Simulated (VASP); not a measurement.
La2O3: single point with PBE

The system is La2O3.

```xyz
5
Lattice="6.3083 0.0000 0.0000 -3.1541 5.4631 0.0000 0.0000 0.0000 3.3216" Properties=species:S:1:pos:R:3 pbc="T T T"
La    3.1541    1.8210    1.6608
La    0.0000    3.6421    1.6608
O     3.2047    0.0000    0.0000
O    -1.6023    2.7753    0.0000
O     1.5518    2.6878    0.0000
```

```yaml
Program: VASP 6.6.1
Task: single point
Functional: PBE
Potentials_or_basis: VASP PAW PBE potentials, release 64 (La, O)
Cutoff: 520 eV
k_mesh: 5 × 5 × 8
Occupations: fermi-dirac, width 0.05 eV
Spin: no spin polarisation
Dipole_correction: no
Further_INCAR_settings: ALGO = Normal; EDIFF = 1e-06; NBANDS = 28
```

* Pressure: 0.0 GPa
* Largest force: 0.057 eV/Å
* Band gap on the k mesh: 1.64 eV (least direct gap 2.09 eV)

Forces in eV/Å, atoms in the order of the input:
```
La   0.000  0.000  0.000
La   0.000  0.000  0.000
O   -0.057  0.000  0.000
O    0.029 -0.049  0.000
O    0.029  0.049  0.000
```

Stress tensor (GPa, compression positive):
```
 1.06  0.00  0.00
 0.00  1.06  0.00
 0.00  0.00 -2.27
```

Levels at points of the mesh, in eV from the valence-band top:
| k point | band 18 | band 19 | band 20 | band 21 | band 22 | band 23 |
| --- | --- | --- | --- | --- | --- | --- |
| (0.00, 0.00, 0.00) | -0.93 | -0.60 | -0.45 | 1.64 | 3.54 | 4.02 |
| (0.00, 0.00, 0.50) | -1.06 | -0.22 | 0.00 | 4.29 | 4.30 | 4.35 |

It took 60 s on 1 thread of Intel(R) Xeon(R) 6975P-C (Granite Rapids), with other jobs on the host, peak memory 0.28 GiB.

Caveat: spin-orbit coupling is left out, which moves the levels of the heavy elements; an odd mesh through Γ misses points on the zone boundary, where band edges can lie.
